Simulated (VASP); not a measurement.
# In (Im-3m) in VASP: notebook

Runs on In. Level: LDA. Tasks: single point.

All numbers are computed with VASP 6.6.1; they aren't measurements. Logs are shortened: lines on timing, memory, paths and dates and some standing lists are left out, and cuts for length are marked.

**1. The cell of the first run**

The structure is cubic, space group Im-3m (No. 229). The conventional cell has a = 3.575 Å, b = 3.575 Å, c = 3.575 Å, α = 90.00°, β = 90.00°, γ = 90.00°. Within 4.1 Å of In (site symmetry m-3m) lie 14 In at 3.10 to 3.57 Å.

This isn't the form of In at room conditions, which is tetragonal.

**2. Single point, LDA (22.84 Å³/atom)**

File INCAR:

```
SYSTEM = In
PREC = Accurate
ENCUT = 520
EDIFF = 1E-6
ISMEAR = -1
SIGMA = 0.05
LREAL = .FALSE.
LASPH = .TRUE.
NELM = 80
ALGO = Normal
ISIF = 2
LWAVE = .FALSE.
LCHARG = .TRUE.
LELF = .TRUE.
LVHAR = .TRUE.
NBANDS = 12
```

File KPOINTS:

```
regular mesh
0
G
  15 15 15
  0 0 0
```

File POSCAR:

```
In
1.0
   -1.7873865451      1.7873865451      1.7873865451
    1.7873865451     -1.7873865451      1.7873865451
    1.7873865451      1.7873865451     -1.7873865451
In
1
Direct
    0.0000000000      0.0000000000      0.0000000000
```

Potentials or basis: VASP PAW LDA potentials, release 64 (In_d).

Started as:

```
$ cat potpaw_LDA.64/In_d/POTCAR > POTCAR
$ mpirun -np 1 vasp_std > vasp.out
```

OUTCAR:

```text
SYSTEM = In
   PREC = Accurate
   ENCUT = 520
   EDIFF = 1E-6
   ISMEAR = -1
   LREAL = .FALSE.
   LASPH = .TRUE.
   NELM = 80
   ISIF = 2

 ion  position               nearest neighbor table
   1  0.000  0.000  0.000-

  LATTYP: Found a body centered cubic cell.
 ALAT       =     3.5747730902

  Lattice vectors:

 A1 = (  -1.7873865451,   1.7873865451,   1.7873865451)
 A2 = (   1.7873865451,  -1.7873865451,   1.7873865451)
 A3 = (   1.7873865451,   1.7873865451,  -1.7873865451)

Analysis of symmetry for initial positions (statically):
=====================================================================
 Subroutine PRICEL returns:
 Original cell was already a primitive cell.

 Routine SETGRP: Setting up the symmetry group for a
 body centered cubic supercell.

 Subroutine GETGRP returns: Found 48 space group operations
 (whereof 48 operations were pure point group operations)
 out of a pool of 48 trial point group operations.

The static configuration has the point symmetry O_h .

Analysis of symmetry for dynamics (positions and initial velocities):
=====================================================================
 Subroutine PRICEL returns:
 Original cell was already a primitive cell.

 Routine SETGRP: Setting up the symmetry group for a
 body centered cubic supercell.

 Subroutine GETGRP returns: Found 48 space group operations
 (whereof 48 operations were pure point group operations)
 out of a pool of 48 trial point group operations.

The dynamic configuration has the point symmetry O_h .

 Subroutine INISYM returns: Found 48 space group operations
 (whereof 48 operations are pure point group operations),
 and found     1 'primitive' translations

----------------------------------------------------------------------------------------

                                     Primitive cell

  volume of cell :      22.8410

  direct lattice vectors                    reciprocal lattice vectors
    -1.787386545  1.787386545  1.787386545     0.000000000  0.279738035  0.279738035
     1.787386545 -1.787386545  1.787386545     0.279738035  0.000000000  0.279738035
     1.787386545  1.787386545 -1.787386545     0.279738035  0.279738035  0.000000000

  length of vectors
     3.095844309  3.095844309  3.095844309     0.395609323  0.395609323  0.395609323

  position of ions in fractional coordinates (direct lattice)
     0.000000000  0.000000000  0.000000000

  ion indices of the primitive-cell ions
   primitive index   ion index
                 1           1

----------------------------------------------------------------------------------------

 KPOINTS: regular mesh

Automatic generation of k-mesh.
 Grid dimensions read from file:
 generate k-points for:   15   15   15

 Generating k-lattice:

  Cartesian coordinates                     Fractional coordinates (reciprocal lattice)
     0.000000000  0.018649202  0.018649202     0.066666667  0.000000000  0.000000000
     0.018649202  0.000000000  0.018649202     0.000000000  0.066666667  0.000000000
     0.018649202  0.018649202  0.000000000     0.000000000  0.000000000  0.066666667

  Length of vectors
     0.026373955  0.026373955  0.026373955

  Shift w.r.t. Gamma in fractional coordinates (k-lattice)
     0.000000000  0.000000000  0.000000000

 Subroutine IBZKPT returns following result:
 ===========================================

 Found    120 irreducible k-points:

 Following reciprocal coordinates:
            Coordinates               Weight
  0.000000  0.000000  0.000000      1.000000
  0.066667  0.000000  0.000000     12.000000
  0.133333  0.000000  0.000000     12.000000
  0.200000  0.000000  0.000000     12.000000
  0.266667  0.000000  0.000000     12.000000
  0.333333  0.000000  0.000000     12.000000
[... 16 lines left out ...]
  0.333333  0.200000 -0.000000     48.000000
  0.400000  0.200000  0.000000     24.000000
 [... further k-points ...]
   k-points           NKPTS =    120   k-points in BZ     NKDIM =    120   number of bands    NBANDS=     12
   number of dos      NEDOS =    301   number of ions     NIONS =      1
   total plane-waves  NPLWV =  13824
   dimension x,y,z NGX =    24 NGY =   24 NGZ =   24
   dimension x,y,z NGXF=    48 NGYF=   48 NGZF=   48
   ions per type =               1
   NGX,Y,Z   is equivalent  to a cutoff of  12.89, 12.89, 12.89 a.u.
   NGXF,Y,Z  is equivalent  to a cutoff of  25.78, 25.78, 25.78 a.u.
 SYSTEM =  In
   PREC   = accura    normal or accurate (medium, high low for compatibility)
   ISTART =      0    job   : 0-new  1-cont  2-samecut
   ICHARG =      2    charge: 1-file 2-atom 10-const
   ISPIN  =      1    spin polarized calculation?
   LNONCOLLINEAR =      F non collinear calculations
   LSORBIT =      F    spin-orbit coupling
   LASPH  =      T    aspherical Exc in radial PAW
   ENCUT  =  520.0 eV  38.22 Ry    6.18 a.u.   5.76  5.76  5.76*2*pi/ulx,y,z
   NELM   =     80;   NELMIN=  2; NELMDL= -5     # of ELM steps
   EDIFF  = 0.1E-05   stopping-criterion for ELM
   LREAL  =      F    real-space projection
   EDIFFG = 0.1E-04   stopping-criterion for IOM
   NSW    =      0    number of steps for IOM
   IBRION =     -1    ionic relax: 0-MD 1-quasi-New 2-CG
   NFREE  =      0    steps in history (QN), initial steepest desc. (CG)
   ISIF   =      2    stress and relaxation
   ISYM   =      2    0-nonsym 1-usesym 2-fastsym
   POTIM  = 0.5000    time-step for ionic-motion
   TEBEG  =    0.0;   TEEND  =   0.0 temperature during run
   PSTRESS=    0.0 pullay stress
   NELECT =      13.0000    total number of electrons
   NUPDOWN=      -1.0000    fix difference up-down
   EMIN   =  10.00;   EMAX   =-10.00  energy-range for DOS
   EFERMI =   0.00;   METHOD = LEGACY
   ISMEAR =    -1;   SIGMA  =   0.05  broadening in eV -4-tet -1-fermi 0-gaus
   EFERMI_NEDOS =   21; number of points for ismear=-14 and -15
   IALGO  =     38    algorithm
   IMIX   =      4    mixing-type and parameters
     AMIX     =   0.40;   BMIX     =  1.00
     AMIX_MAG =   1.60;   BMIX_MAG =  1.00
  volume/ion in A,a.u.               =      22.84       154.14
  Fermi-wavevector in a.u.,A,eV,Ry     =   1.356701  2.563793 25.043394  1.840638
  Thomas-Fermi vector in A             =   2.483682
   LORBIT       =      0    0 simple, 1 ext, 2 COOP (PROOUT), +10 PAW based schemes
   GGA     = CA    functional components
   LHFCALC =     F    Hartree Fock is set to
   AEXX    =    0.0000 exact exchange contribution
   IVDW    =     0    specifies the selected vdW correction
   LEPSILON=     F    determine dielectric tensor
   LRPA    =     F    only Hartree local field effects (RPA)
 non-spin polarized calculation
  energy-cutoff  :      520.00
  volume of cell :       22.84
 maximum number of plane-waves:       629
   NGX = 11   NGY = 11   NGZ = 11

 number of electron      13.0000003 magnetization

 Free energy of the ion-electron system (eV)
  ---------------------------------------------------
  ext. energy  EPLUGINS =         0.00000000
  ---------------------------------------------------
  free energy    TOTEN  =        -3.17304997 eV

  energy without entropy =       -3.17000374  energy(sigma->0) =       -3.17152686

 E-fermi :   8.8651     XC(G=0): -11.1924

 val. band max:        8.8330722446   @ k =  -0.4000  -0.4000   0.1333
 cond. band min:       8.8781271603   @ k =  -0.4000   0.4000   0.2000
 fundamental gap:      0.0450549157
 Fermi energy:         8.8651068996

 k-point     1 :       0.0000    0.0000    0.0000
  band No.  band energies     occupation
      1      -5.9235      2.00000
      2      -5.9235      2.00000
      3      -5.9235      2.00000
      4      -5.5265      2.00000
      5      -5.5265      2.00000
      6      -1.6836      2.00000
      7      21.4235      0.00000
      8      21.4235      0.00000
      9      21.4235      0.00000
     10      22.3563      0.00000
     11      22.3563      0.00000
     12      22.3563      0.00000

 k-point     2 :       0.0667    0.0000    0.0000
  band No.  band energies     occupation
      1      -5.9309      2.00000
      2      -5.9176      2.00000
      3      -5.8972      2.00000
      4      -5.5343      2.00000
      5      -5.5266      2.00000
      6      -1.5692      2.00000
      7      20.1103      0.00000
      8      20.8102      0.00000
      9      21.0354      0.00000
     10      21.8991      0.00000
     11      22.0886      0.00000
     12      22.3201      0.00000

 k-point     3 :       0.1333    0.0000    0.0000
  band No.  band energies     occupation
      1      -5.9517      2.00000
      2      -5.9053      2.00000
      3      -5.8223      2.00000
      4      -5.5545      2.00000
      5      -5.5268      2.00000
      6      -1.2223      2.00000
      7      17.5820      0.00000
      8      19.6061      0.00000
      9      20.0695      0.00000
     10      21.4516      0.00000
     11      21.5529      0.00000
     12      22.6271      0.00000

 k-point     4 :       0.2000    0.0000    0.0000
  band No.  band energies     occupation
      1      -5.9822      2.00000
      2      -5.9008      2.00000
      3      -5.7096      2.00000
      4      -5.5755      2.00000
      5      -5.5270      2.00000
      6      -0.6356      2.00000
      7      14.9681      0.00000
      8      18.3592      0.00000
      9      19.0396      0.00000
     10      21.0186      0.00000
     11      21.0355      0.00000
     12      23.2589      0.00000

 k-point     5 :       0.2667    0.0000    0.0000
  band No.  band energies     occupation
      1      -6.0170      2.00000
      2      -5.9180      2.00000
      3      -5.5829      2.00000
      4      -5.5768      2.00000
      5      -5.5267      2.00000
      6       0.1964      2.00000
      7      12.4530      0.00000
      8      17.2477      0.00000
      9      18.1412      0.00000
     10      20.5718      0.00000
     11      20.7038      0.00000
     12      24.1442      0.00000
[... 228 lines left out ...]
      1      -6.0114      2.00000
      2      -5.8900      2.00000
      3      -5.5976      2.00000
      4      -5.5714      2.00000
      5      -5.4748      2.00000
      6       1.5171      2.00000
      7      11.4163      0.00000
      8      12.5723      0.00000
      9      16.6695      0.00000
     10      21.9263      0.00000
     11      22.5882      0.00000
     12      25.7705      0.00000

 k-point    22 :       0.2667    0.2000    0.0000
  band No.  band energies     occupation
      1      -6.0270      2.00000
      2      -5.8803      2.00000
      3      -5.5856      2.00000
      4      -5.5773      2.00000
      5      -5.4288      2.00000
      6       2.7103      2.00000
      7       9.5771      0.00000
      8      11.5951      0.00000
      9      16.1574      0.00000
     10      21.8407      0.00000
     11      23.2545      0.00000
     12      26.1204      0.00000

 k-point    23 :       0.3333    0.2000   -0.0000
  band No.  band energies     occupation
      1      -6.0382      2.00000
      2      -5.8803      2.00000
      3      -5.5920      2.00000
      4      -5.5572      2.00000
      5      -5.3995      2.00000
      6       4.1211      2.00000
      7       7.6261      2.00000
      8      11.1463      0.00000
      9      15.8395      0.00000
     10      21.6875      0.00000
     11      24.2652      0.00000
     12      25.9821      0.00000

 k-point    24 :       0.4000    0.2000    0.0000
  band No.  band energies     occupation
      1      -6.0423      2.00000
      2      -5.8817      2.00000
      3      -5.5953      2.00000
      4      -5.5469      2.00000
      5      -5.3896      2.00000
      6       5.4914      2.00000
      7       6.0657      2.00000
      8      11.0041      0.00000
      9      15.7318      0.00000
     10      21.6324      0.00000
     11      25.1468      0.00000
     12      25.8315      0.00000

 [... further k-points ...]

------------------------ aborting loop because EDIFF is reached ----------------------------------------

  FORCE on cell =-STRESS in cart. coord.  units (eV):
  Direction    XX          YY          ZZ          XY          YZ          ZX
  --------------------------------------------------------------------------------------
  -------------------------------------------------------------------------------------
  Total        0.7195075      0.7195075      0.7195075      0.0000000      0.0000000      0.0000000
  in kB       50.4696701     50.4696701     50.4696701      0.0000000      0.0000000      0.0000000
  external PRESSURE =      50.4696701 kB  Pullay stress =       0.0000000 kB

 VOLUME and BASIS-vectors are now :
 -----------------------------------------------------------------------------
  energy-cutoff  :      520.00
  volume of cell :       22.84
      direct lattice vectors                 reciprocal lattice vectors
    -1.787386545  1.787386545  1.787386545     0.000000000  0.279738035  0.279738035
     1.787386545 -1.787386545  1.787386545     0.279738035  0.000000000  0.279738035
     1.787386545  1.787386545 -1.787386545     0.279738035  0.279738035  0.000000000

 POSITION                                       TOTAL-FORCE (eV/Angst)
 -----------------------------------------------------------------------------------
      0.00000      0.00000      0.00000         0.000000      0.000000      0.000000
 -----------------------------------------------------------------------------------
    total drift:                                0.000000      0.000000      0.000000

  FREE ENERGIE OF THE ION-ELECTRON SYSTEM (eV)
  ---------------------------------------------------
  free  energy   TOTEN  =        -3.1730499670 eV

  energy  without entropy=       -3.1700037449  energy(sigma->0) =       -3.17152686
```

Wall time 29 s (1 thread of Intel Xeon 8259CL, shared host); peak memory 0.15 GiB.

What came out:

```
Free energy            : -3.1730 eV
Pressure               : 5.0 GPa
Band gap on the k mesh : zero (an odd number of electrons rules out a gap without spin polarisation)
```

Caveat: the cell stands under pressure; spin-orbit coupling is left out, which moves the levels of the heavy elements.

**3. Single point, LDA**

File INCAR:

```
SYSTEM = In
PREC     = Accurate       ! precision mode
ENCUT    = 520            ! plane-wave cutoff, eV
EDIFF    = 1E-6           ! SCF threshold, eV
ISMEAR   = -1             ! smearing method
SIGMA    = 0.05           ! smearing width, eV
LREAL    = .FALSE.        ! projectors in reciprocal space
LASPH    = .TRUE.         ! aspherical terms in the spheres
NELM     = 60             ! most SCF steps
ALGO     = Normal         ! electronic algorithm
ISIF     = 2              ! what is computed and relaxed
LWAVE    = .FALSE.        ! write WAVECAR
LCHARG   = .FALSE.        ! write CHGCAR
GGA      = CA             ! functional
NBANDS   = 12             ! bands
```

KPOINTS is that of step 2.

File POSCAR:

```
In
1.0
   -1.7868061207      1.7868061207      1.7868061207
    1.7868061207     -1.7868061207      1.7868061207
    1.7868061207      1.7868061207     -1.7868061207
In
1
Direct
    0.0000000000      0.0000000000      0.0000000000
```

Potentials or basis: VASP PAW LDA potentials, release 64 (In_d).

Started as:

```
$ cat potpaw_LDA.64/In_d/POTCAR > POTCAR
$ mpirun -np 1 vasp_std > vasp.out
```

It took 31 s on 1 thread of Intel Xeon 8259CL, shared host; peak memory 0.15 GiB.

It converged, with:

* Free energy: -3.1723 eV
* Pressure: 5.1 GPa
* Band gap on the k mesh: zero (an odd number of electrons rules out a gap without spin polarisation)

Levels at points of the mesh, in eV from the Fermi level:
```tsv
k point	band 4	band 5	band 6	band 7	band 8	band 9
(0.00, 0.00, 0.00)	-14.39	-14.39	-10.56	12.57	12.57	12.57
```

Caveat: the cell stands under pressure; spin-orbit coupling is left out, which moves the levels of the heavy elements.

**4. Single point, LDA**

File INCAR:

```
SYSTEM = In
ALGO     = Normal         ! electronic algorithm
EDIFF    = 1E-6           ! SCF threshold, eV
ENCUT    = 520            ! plane-wave cutoff, eV
GGA      = CA             ! functional
ISIF     = 2              ! what is computed and relaxed
ISMEAR   = -1             ! smearing method
LASPH    = .True.         ! aspherical terms in the spheres
LCHARG   = .False.        ! write CHGCAR
LREAL    = .False.        ! projectors in reciprocal space
LWAVE    = .False.        ! write WAVECAR
NBANDS   = 12             ! bands
NELM     = 60             ! most SCF steps
PREC     = Accurate       ! precision mode
SIGMA    = 0.05           ! smearing width, eV
```

File KPOINTS:

```
k-points
0
Gamma
  15 15 15
  0 0 0
```

File POSCAR:

```
In
1.0
   -1.7873939342      1.7873939342      1.7873939342
    1.7873939342     -1.7873939342      1.7873939342
    1.7873939342      1.7873939342     -1.7873939342
In
1
Direct
    0.0000000000      0.0000000000      0.0000000000
```

Started as:

```
$ cat potpaw_LDA.64/In_d/POTCAR > POTCAR
$ mpirun -np 1 vasp_std > vasp.out
```

Wall time 30 s (1 thread of Intel Xeon 8259CL, shared host); peak memory 0.15 GiB.

It converged, with:

```
Free energy            : -3.1731 eV
Pressure               : 5.0 GPa
Band gap on the k mesh : zero (an odd number of electrons rules out a gap without spin polarisation)
```

Levels at points of the mesh, in eV from the Fermi level:
| k point | band 2 | band 3 | band 4 | band 5 | band 6 | band 7 | band 8 | band 9 | band 10 | band 11 |
| --- | --- | --- | --- | --- | --- | --- | --- | --- | --- | --- |
| (0.00, 0.00, 0.00) | -14.79 | -14.79 | -14.39 | -14.39 | -10.55 | 12.56 | 12.56 | 12.56 | 13.49 | 13.49 |

Caveat: the cell stands under pressure; spin-orbit coupling is left out, which moves the levels of the heavy elements.

[end of part 1 of 2]

The gap in the log of VASP goes by the Fermi energy; the results here count the filled bands.